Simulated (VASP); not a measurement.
The system is I.

```
I
1.0
     3.58866   -2.14132    0.00000
     3.58866    2.14132    0.00000
     0.00000    0.00000    9.62721
I
4
Cartesian
  3.5887 -1.3937 1.1859
  3.5887 -0.7476 5.9995
  3.5887 1.3937 8.4413
  3.5887 0.7476 3.6277
```

Base run:

| Item | Value |
| --- | --- |
| Program | VASP 6.6.1 |
| Functional | LDA |
| Potentials or basis | VASP PAW LDA potentials, release 64 (I) |
| Cutoff | 520 eV |
| k mesh | 5 × 5 × 2 |
| Occupations | fermi-dirac, width 0.05 eV |
| Spin | no spin polarisation |

Its results: band gap on the k mesh 0.78 eV (least direct gap 1.02 eV); pressure 0.0 GPa; largest force 0.008 eV/Å.

**Question.** The run is repeated on the same cell with these changes: k mesh from 5 × 5 × 2 to 7 × 7 × 3. What comes out?

**Answer.** Band gap on the k mesh 0.64 eV (least direct gap 0.99 eV); pressure 0.0 GPa; largest force 0.033 eV/Å.

Caveats: spin-orbit coupling is left out, which moves the levels of the heavy elements; an odd mesh through Γ misses points on the zone boundary, where band edges can lie.
